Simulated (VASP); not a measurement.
# C (Fd-3m) in VASP: further runs

The runs below take C through single point, relaxation of cell and atoms, with LDA.

Program: VASP 6.6.1. These are calculated values, not measurements. Logs are shortened: lines on timing, memory, paths and dates and some standing lists are left out, and cuts for length are marked.

### 1 The cell of the first run

Symmetry: Fd-3m, No. 227, cubic system. Conventional cell: a = 3.531 Å, b = 3.531 Å, c = 3.531 Å, α = 90.00°, β = 90.00°, γ = 90.00°. Within 2.0 Å of C (site symmetry -43m) lie 4 C at 1.53 Å.

### 2 Single point, LDA

Input file INCAR:

```
  PREC = Accurate
  ENCUT = 520
  EDIFF = 1E-7
  ISMEAR = 0
  SIGMA = 0.02
  LREAL = False
  LASPH = True
  NELM = 80
  ALGO = Normal
  ISIF = 2
  LWAVE = False
  LCHARG = True
  LELF = True
  LVHAR = True
  NBANDS = 11
```

Input file KPOINTS:

```
regular mesh
0
Gamma
  12 12 12
```

Input file POSCAR:

```
C
1.0
    0.0000000000      1.7657330654      1.7657330654
    1.7657330654      0.0000000000      1.7657330654
    1.7657330654      1.7657330654      0.0000000000
C
2
Direct
    0.5000000000      0.5000000000      0.5000000000
    0.7500000000      0.7500000000      0.7500000000
```

Potentials or basis: VASP PAW LDA potentials, release 64 (C).

Started as:

```sh
> cat potpaw_LDA.64/C/POTCAR > POTCAR
> mpirun -np 1 vasp_std > vasp.out
```

OUTCAR:

```text
PREC = Accurate
   ENCUT = 520
   EDIFF = 1E-7
   ISMEAR = 0
   LREAL = False
   LASPH = True
   NELM = 80
   ISIF = 2

 ion  position               nearest neighbor table
   1  0.500  0.500  0.500-   2 1.53   2 1.53   2 1.53   2 1.53
   2  0.750  0.750  0.750-   1 1.53   1 1.53   1 1.53   1 1.53

  LATTYP: Found a face centered cubic cell.
 ALAT       =     3.5314661308

  Lattice vectors:

 A1 = (   0.0000000000,   1.7657330654,   1.7657330654)
 A2 = (   1.7657330654,   0.0000000000,   1.7657330654)
 A3 = (   1.7657330654,   1.7657330654,   0.0000000000)

Analysis of symmetry for initial positions (statically):
[... 5 lines left out ...]
 face centered cubic supercell.

 Subroutine GETGRP returns: Found 48 space group operations
 (whereof 24 operations were pure point group operations)
 out of a pool of 48 trial point group operations.

The static configuration has the point symmetry T_d .
 The point group associated with its full space group is O_h .

Analysis of symmetry for dynamics (positions and initial velocities):
[... 5 lines left out ...]
 face centered cubic supercell.

 Subroutine GETGRP returns: Found 48 space group operations
 (whereof 24 operations were pure point group operations)
 out of a pool of 48 trial point group operations.

The dynamic configuration has the point symmetry T_d .
 The point group associated with its full space group is O_h .

 Subroutine INISYM returns: Found 48 space group operations
 (whereof 24 operations are pure point group operations),
 and found     1 'primitive' translations

----------------------------------------------------------------------------------------

                                     Primitive cell

  volume of cell :      11.0105

  direct lattice vectors                    reciprocal lattice vectors
     0.000000000  1.765733065  1.765733065    -0.283168509  0.283168509  0.283168509
     1.765733065  0.000000000  1.765733065     0.283168509 -0.283168509  0.283168509
     1.765733065  1.765733065  0.000000000     0.283168509  0.283168509 -0.283168509

  length of vectors
     2.497123649  2.497123649  2.497123649     0.490462245  0.490462245  0.490462245

  position of ions in fractional coordinates (direct lattice)
     0.500000000  0.500000000  0.500000000
     0.750000000  0.750000000  0.750000000

  ion indices of the primitive-cell ions
   primitive index   ion index
                 1           1
                 2           2

----------------------------------------------------------------------------------------

 KPOINTS: regular mesh

Automatic generation of k-mesh.
 Grid dimensions read from file:
 generate k-points for:   12   12   12

 Generating k-lattice:

  Cartesian coordinates                     Fractional coordinates (reciprocal lattice)
    -0.023597376  0.023597376  0.023597376     0.083333333  0.000000000  0.000000000
     0.023597376 -0.023597376  0.023597376     0.000000000  0.083333333  0.000000000
     0.023597376  0.023597376 -0.023597376     0.000000000  0.000000000  0.083333333

  Length of vectors
     0.040871854  0.040871854  0.040871854

  Shift w.r.t. Gamma in fractional coordinates (k-lattice)
     0.000000000  0.000000000  0.000000000

 Subroutine IBZKPT returns following result:
 ===========================================

 Found     72 irreducible k-points:

 Following reciprocal coordinates:
            Coordinates               Weight
  0.000000  0.000000  0.000000      1.000000
  0.083333  0.000000  0.000000      8.000000
  0.166667  0.000000  0.000000      8.000000
  0.250000  0.000000  0.000000      8.000000
  0.333333  0.000000  0.000000      8.000000
  0.416667  0.000000  0.000000      8.000000
[... 16 lines left out ...]
  0.500000  0.166667  0.000000     24.000000
 -0.416667  0.166667  0.000000     24.000000
 [... further k-points ...]
   k-points           NKPTS =     72   k-points in BZ     NKDIM =     72   number of bands    NBANDS=     11
   number of dos      NEDOS =    301   number of ions     NIONS =      2
   total plane-waves  NPLWV =   8000
   dimension x,y,z NGX =    20 NGY =   20 NGZ =   20
   dimension x,y,z NGXF=    40 NGYF=   40 NGZF=   40
   ions per type =               2
   NGX,Y,Z   is equivalent  to a cutoff of  13.31, 13.31, 13.31 a.u.
   NGXF,Y,Z  is equivalent  to a cutoff of  26.63, 26.63, 26.63 a.u.
 SYSTEM =  unknown system
   PREC   = accura    normal or accurate (medium, high low for compatibility)
   ISTART =      0    job   : 0-new  1-cont  2-samecut
   ICHARG =      2    charge: 1-file 2-atom 10-const
   ISPIN  =      1    spin polarized calculation?
   LNONCOLLINEAR =      F non collinear calculations
   LSORBIT =      F    spin-orbit coupling
   LASPH  =      T    aspherical Exc in radial PAW
   ENCUT  =  520.0 eV  38.22 Ry    6.18 a.u.   4.64  4.64  4.64*2*pi/ulx,y,z
   NELM   =     80;   NELMIN=  2; NELMDL= -5     # of ELM steps
   EDIFF  = 0.1E-06   stopping-criterion for ELM
   LREAL  =      F    real-space projection
   EDIFFG = 0.1E-05   stopping-criterion for IOM
   NSW    =      0    number of steps for IOM
   IBRION =     -1    ionic relax: 0-MD 1-quasi-New 2-CG
   NFREE  =      0    steps in history (QN), initial steepest desc. (CG)
   ISIF   =      2    stress and relaxation
   ISYM   =      2    0-nonsym 1-usesym 2-fastsym
   POTIM  = 0.5000    time-step for ionic-motion
   TEBEG  =    0.0;   TEEND  =   0.0 temperature during run
   PSTRESS=    0.0 pullay stress
   NELECT =       8.0000    total number of electrons
   NUPDOWN=      -1.0000    fix difference up-down
   EMIN   =  10.00;   EMAX   =-10.00  energy-range for DOS
   EFERMI =   0.00;   METHOD = LEGACY
   ISMEAR =     0;   SIGMA  =   0.02  broadening in eV -4-tet -1-fermi 0-gaus
   EFERMI_NEDOS =   21; number of points for ismear=-14 and -15
   IALGO  =     38    algorithm
   IMIX   =      4    mixing-type and parameters
     AMIX     =   0.40;   BMIX     =  1.00
     AMIX_MAG =   1.60;   BMIX_MAG =  1.00
  volume/ion in A,a.u.               =       5.51        37.15
  Fermi-wavevector in a.u.,A,eV,Ry     =   1.471758  2.781220 29.471199  2.166072
  Thomas-Fermi vector in A             =   2.586855
   LORBIT       =      0    0 simple, 1 ext, 2 COOP (PROOUT), +10 PAW based schemes
   GGA     = CA    functional components
   LHFCALC =     F    Hartree Fock is set to
   AEXX    =    0.0000 exact exchange contribution
   IVDW    =     0    specifies the selected vdW correction
   LEPSILON=     F    determine dielectric tensor
   LRPA    =     F    only Hartree local field effects (RPA)
 non-spin polarized calculation
 Gauss-broadening in eV      SIGMA  =   0.02
  energy-cutoff  :      520.00
  volume of cell :       11.01
 maximum number of plane-waves:       310
   NGX =  9   NGY =  9   NGZ =  9

 number of electron       7.9999998 magnetization

 Free energy of the ion-electron system (eV)
  ---------------------------------------------------
  ext. energy  EPLUGINS =         0.00000000
  ---------------------------------------------------
  free energy    TOTEN  =       -20.24517955 eV

  energy without entropy =      -20.24517955  energy(sigma->0) =      -20.24517955

 E-fermi :  10.4243     XC(G=0): -13.6444

 val. band max:       10.1649408478   @ k =   0.0000   0.0000   0.0000
 cond. band min:      14.3623668060   @ k =   0.3333   0.3333   0.0000
 fundamental gap:      4.1974259582
 Fermi energy:        10.4242926161

 k-point     1 :       0.0000    0.0000    0.0000
  band No.  band energies     occupation
      1     -11.5552      2.00000
      2      10.1649      2.00000
      3      10.1649      2.00000
      4      10.1649      2.00000
      5      15.7915      0.00000
      6      15.7915      0.00000
      7      15.7915      0.00000
      8      24.4089      0.00000
      9      29.5640      0.00000
     10      37.1305      0.00000
     11      37.1305      0.00000

 k-point     2 :       0.0833    0.0000    0.0000
  band No.  band energies     occupation
      1     -11.3590      2.00000
      2       8.9232      2.00000
      3       9.8323      2.00000
      4       9.8323      2.00000
      5      16.2266      0.00000
      6      16.2266      0.00000
      7      16.5452      0.00000
      8      24.5175      0.00000
      9      29.8764      0.00000
     10      34.8021      0.00000
     11      34.8021      0.00000

 k-point     3 :       0.1667    0.0000    0.0000
  band No.  band energies     occupation
      1     -10.7730      2.00000
      2       6.3626      2.00000
      3       9.1130      2.00000
      4       9.1130      2.00000
      5      17.1660      0.00000
      6      17.1660      0.00000
      7      17.7394      0.00000
      8      24.8222      0.00000
      9      30.5286      0.00000
     10      33.1570      0.00000
     11      33.1570      0.00000

 k-point     4 :       0.2500    0.0000    0.0000
  band No.  band energies     occupation
      1      -9.8046      2.00000
      2       3.4889      2.00000
      3       8.3739      2.00000
      4       8.3739      2.00000
      5      18.0321      0.00000
      6      18.0321      0.00000
      7      18.6353      0.00000
      8      25.2394      0.00000
      9      30.9717      0.00000
     10      32.7309      0.00000
     11      32.7309      0.00000
[... 239 lines left out ...]
 k-point    22 :       0.4167    0.1667    0.0000
  band No.  band energies     occupation
      1      -7.2878      2.00000
      2       0.2638      2.00000
      3       5.8521      2.00000
      4       6.0003      2.00000
      5      16.9027      0.00000
      6      21.2902      0.00000
      7      21.6461      0.00000
      8      22.9880      0.00000
      9      31.2928      0.00000
     10      32.9787      0.00000
     11      37.8557      0.00000

 k-point    23 :       0.5000    0.1667    0.0000
  band No.  band energies     occupation
      1      -5.6320      2.00000
      2      -2.0581      2.00000
      3       5.1131      2.00000
      4       6.0929      2.00000
      5      17.3155      0.00000
      6      21.0054      0.00000
      7      21.8326      0.00000
      8      24.5832      0.00000
      9      30.3632      0.00000
     10      34.2857      0.00000
     11      37.0133      0.00000

 k-point    24 :      -0.4167    0.1667    0.0000
  band No.  band energies     occupation
      1      -5.1577      2.00000
      2      -2.6204      2.00000
      3       4.6092      2.00000
      4       6.4837      2.00000
      5      17.7618      0.00000
      6      20.5051      0.00000
      7      21.8160      0.00000
      8      25.7697      0.00000
      9      29.6751      0.00000
     10      34.5606      0.00000
     11      34.9937      0.00000

 [... further k-points ...]
[... 5 lines left out ...]
  --------------------------------------------------------------------------------------
  -------------------------------------------------------------------------------------
  Total        0.1189898      0.1189898      0.1189898     -0.0000000     -0.0000000     -0.0000000
  in kB       17.3147063     17.3147063     17.3147063     -0.0000000     -0.0000000     -0.0000000
  external PRESSURE =      17.3147063 kB  Pullay stress =       0.0000000 kB

 VOLUME and BASIS-vectors are now :
 -----------------------------------------------------------------------------
  energy-cutoff  :      520.00
  volume of cell :       11.01
      direct lattice vectors                 reciprocal lattice vectors
     0.000000000  1.765733065  1.765733065    -0.283168509  0.283168509  0.283168509
     1.765733065  0.000000000  1.765733065     0.283168509 -0.283168509  0.283168509
     1.765733065  1.765733065  0.000000000     0.283168509  0.283168509 -0.283168509

 POSITION                                       TOTAL-FORCE (eV/Angst)
 -----------------------------------------------------------------------------------
      1.76573      1.76573      1.76573         0.000000      0.000000      0.000000
      2.64860      2.64860      2.64860        -0.000000     -0.000000     -0.000000
 -----------------------------------------------------------------------------------
    total drift:                                0.000000     -0.000000      0.000000

  FREE ENERGIE OF THE ION-ELECTRON SYSTEM (eV)
  ---------------------------------------------------
  free  energy   TOTEN  =       -20.2451795506 eV

  energy  without entropy=      -20.2451795506  energy(sigma->0) =      -20.24517955
```

It took 3.5 s on 1 thread of Intel Xeon 6975P-C (Granite Rapids), shared host; peak memory 0.11 GiB.

Results:

```
Free energy            : -20.2452 eV
Pressure               : 1.7 GPa
Band gap on the k mesh : 4.20 eV, indirect (least direct gap 5.63 eV)
```

Levels at points of the mesh, in eV from the valence-band top:
| k point | band 1 | band 2 | band 3 | band 4 | band 5 | band 6 | band 7 | band 8 |
| --- | --- | --- | --- | --- | --- | --- | --- | --- |
| (0.00, 0.00, 0.00) | -21.72 | 0.00 | 0.00 | 0.00 | 5.63 | 5.63 | 5.63 | 14.24 |
| (0.50, 0.00, 0.00) | -15.70 | -13.69 | -2.87 | -2.87 | 8.51 | 8.51 | 9.42 | 15.68 |
| (0.50, 0.50, 0.00) | -12.82 | -12.82 | -6.47 | -6.47 | 4.77 | 4.77 | 17.08 | 17.08 |

A k mesh can miss the band edges. LDA gaps usually lie below the measured ones, often by a third to a half.

### 3 Relaxation of cell and atoms, LDA

This run uses another cell than the first one, of 5.67 Å³/atom, 1.030 times its volume.

Input file INCAR:

```
SYSTEM = C
PREC = Accurate
ENCUT = 600
EDIFF = 1E-6
ISMEAR = 0
SIGMA = 0.1
LREAL = .False.
LASPH = .True.
NELM = 100
ALGO = Normal
ISIF = 3
LWAVE = .False.
LCHARG = .False.
GGA = CA
IBRION = 2
NSW = 100
EDIFFG = -0.05
```

Input file KPOINTS:

```
regular mesh
0
Gamma
  10 10 10
  0 0 0
```

Input file POSCAR:

```
C
1.0
    0.0000000000      1.7834000000      1.7834000000
    1.7834000000      0.0000000000      1.7834000000
    1.7834000000      1.7834000000      0.0000000000
C
2
Direct
    0.5000000000      0.5000000000      0.5000000000
    0.7500000000      0.7500000000      0.7500000000
```

Potentials or basis: VASP PAW LDA potentials, release 64 (C).

Started as:

```sh
> cat potpaw_LDA.64/C/POTCAR > POTCAR
> mpirun -np 1 vasp_std > vasp.out
```

It took 3.6 s on 1 thread of Intel Xeon 6975P-C (Granite Rapids), shared host; peak memory 0.11 GiB.

Results (log left out):

* Free energy: -20.2538 eV
* Relaxed volume: 5.52 Å³/atom
* Relaxed cell: a = 2.499 Å, b = 2.499 Å, c = 2.499 Å, α = 60.00°, β = 60.00°, γ = 60.00°
* Space group after relaxing (to 0.05 Å): Fd-3m (No. 227)
* Energy gained by relaxing: 6.2 meV/atom
* Ionic steps: 3
* Pressure after relaxing: -0.1 GPa
* Band gap on the k mesh: 4.20 eV, indirect (least direct gap 5.62 eV)

The path:
```csv
step,energy change (eV),largest force (eV/Å),pressure (GPa),volume (Å³)
1,0.0000,0.0000,-12.39,11.34
2,0.0090,0.0000,17.98,10.64
3,-0.0124,0.0000,-0.11,11.03
```

Final structure:
```
CELL_PARAMETERS angstrom
0.00000 1.76697 1.76697
1.76697 0.00000 1.76697
1.76697 1.76697 0.00000
ATOMIC_POSITIONS crystal
C 0.50000 0.50000 0.50000
C 0.75000 0.75000 0.75000
```

Levels at points of the mesh, in eV from the valence-band top:
```
           k point  band 2  band 3  band 4  band 5  band 6  band 7
(0.00, 0.00, 0.00)    0.00    0.00    0.00    5.62    5.62    5.62
(0.50, 0.00, 0.00)  -13.67   -2.86   -2.86    8.50    8.50    9.39
(0.50, 0.50, 0.00)  -12.81   -6.46   -6.46    4.77    4.77   17.05
```

### 4 Relaxation of cell and atoms, LDA

Input file INCAR:

```
PREC = Accurate
ENCUT = 600
EDIFF = 1E-6
ISMEAR = 0
SIGMA = 0.02
LREAL = F
LASPH = T
NELM = 100
ALGO = Normal
ISIF = 3
LWAVE = F
LCHARG = F
IBRION = 2
NSW = 100
EDIFFG = -0.002
```

Input file KPOINTS:

```
Automatic mesh
0
Gamma
  12 12 12
```

Input file POSCAR:

```
C
1.0
    0.0000000000      1.7657489861      1.7657489861
    1.7657489861      0.0000000000      1.7657489861
    1.7657489861      1.7657489861      0.0000000000
C
2
Direct
    0.5000000000      0.5000000000      0.5000000000
    0.7500000000      0.7500000000      0.7500000000
```

Started as:

```sh
> cat potpaw_LDA.64/C/POTCAR > POTCAR
> mpirun -np 1 vasp_std > vasp.out
```

Wall time 4.2 s (1 thread of Intel Xeon 6975P-C (Granite Rapids), shared host); peak memory 0.11 GiB.

The run converged. Its results:

| Quantity | Value |
| --- | --- |
| Free energy | -20.2521 eV |
| Relaxed volume | 5.52 Å³/atom |
| Relaxed cell | a = 2.499 Å, b = 2.499 Å, c = 2.499 Å, α = 60.00°, β = 60.00°, γ = 60.00° |
| Space group after relaxing (to 0.05 Å) | Fd-3m (No. 227) |
| Energy gained by relaxing | 0.0 meV/atom |
| Ionic steps | 3 |
| Pressure after relaxing | 0.0 GPa |
| Band gap on the k mesh | 4.19 eV, indirect (least direct gap 5.62 eV) |

Final structure:
```
C
1.0
     0.00000    1.76692    1.76692
     1.76692    0.00000    1.76692
     1.76692    1.76692    0.00000
C
2
Cartesian
  1.7669 1.7669 1.7669
  2.6504 2.6504 2.6504
```

Levels at points of the mesh, in eV from the valence-band top:
| k point | band 2 | band 3 | band 4 | band 5 | band 6 | band 7 |
| --- | --- | --- | --- | --- | --- | --- |
| (0.00, 0.00, 0.00) | 0.00 | 0.00 | 0.00 | 5.62 | 5.62 | 5.62 |
| (0.50, 0.00, 0.00) | -13.67 | -2.86 | -2.86 | 8.50 | 8.50 | 9.40 |
| (0.50, 0.50, 0.00) | -12.81 | -6.46 | -6.46 | 4.77 | 4.77 | 17.05 |

A k mesh can miss the band edges.

### 5 Single point, LDA

Input file INCAR:

```
SYSTEM = C
  ALGO = Normal
  EDIFF = 1E-6
  ENCUT = 910
  GGA_COMPAT = .False.
  ISIF = 2
  ISMEAR = 0
  LASPH = .True.
  LCHARG = .False.
  LREAL = .False.
  LWAVE = .False.
  NBANDS = 11
  NELM = 120
  PREC = Accurate
  SIGMA = 0.02
```

Input file KPOINTS:

```
k-points
0
Gamma
  12 12 12
  0 0 0
```

Input file POSCAR:

```
C
1.0
    0.0000000000      1.7657330654      1.7657330654
    1.7657330654      0.0000000000      1.7657330654
    1.7657330654      1.7657330654      0.0000000000
C
2
Direct
    0.5000000000      0.5000000000      0.5000000000
    0.7500000000      0.7500000000      0.7500000000
```

Potentials or basis: VASP PAW LDA potentials, release 64 (C_h).

Started as:

```sh
> cat potpaw_LDA.64/C_h/POTCAR > POTCAR
> mpirun -np 1 vasp_std > vasp.out
```

Wall time 8.1 s (1 thread of Intel Xeon 6975P-C (Granite Rapids), shared host); peak memory 0.13 GiB.

The run converged. Its results:

- Free energy: -20.2668 eV
- Pressure: 0.8 GPa
- Band gap on the k mesh: 4.20 eV, indirect (least direct gap 5.63 eV)

Levels at points of the mesh, in eV from the valence-band top:
```csv
k point,band 1,band 2,band 3,band 4,band 5,band 6,band 7,band 8
"(0.00, 0.00, 0.00)",-21.72,0.00,0.00,0.00,5.63,5.63,5.63,14.24
"(0.50, 0.00, 0.00)",-15.71,-13.70,-2.87,-2.87,8.51,8.51,9.42,15.67
"(0.50, 0.50, 0.00)",-12.82,-12.82,-6.47,-6.47,4.78,4.78,17.08,17.08
```

Caveat: the cutoff is under 1.25 times the usual one of these potentials, so pressure, stress and relaxed cells hold a basis-set (Pulay) error.

### 6 Summary

| task | potentials or basis | cell | k mesh | cutoff (eV) | smearing | second run | gap on the mesh (eV) | pressure (GPa) | relaxed volume (Å³/atom) |
| --- | --- | --- | --- | --- | --- | --- | --- | --- | --- |
| single point | VASP PAW LDA potentials, release 64 (C) | a = 2.497 Å, angles 60.0°, 2 atoms | 12 × 12 × 12 | 520 | gaussian 0.02 eV | - | 4.20 | 1.7 | - |
| relaxation of cell and atoms | VASP PAW LDA potentials, release 64 (C) | relaxed from a = 2.522 Å, angles 60.0°, 2 atoms | 10 × 10 × 10 | 600 | gaussian 0.1 eV | - | 4.20 | -0.1 | 5.52 |
| relaxation of cell and atoms | VASP PAW LDA potentials, release 64 (C) | relaxed from a = 2.497 Å, angles 60.0°, 2 atoms | 12 × 12 × 12 | 600 | gaussian 0.02 eV | - | 4.19 | 0.0 | 5.52 |
| single point | VASP PAW LDA potentials, release 64 (C_h) | a = 2.497 Å, angles 60.0°, 2 atoms | 12 × 12 × 12 | 910 | gaussian 0.02 eV | hard_potentials | 4.20 | 0.8 | - |

Alike in all rows: level LDA; no spin polarisation.

Caveats: the cutoff is under 1.25 times the usual one of these potentials, so pressure, stress and relaxed cells hold a basis-set (Pulay) error (some runs).

Absolute energies hang on the potentials; compare differences alone.
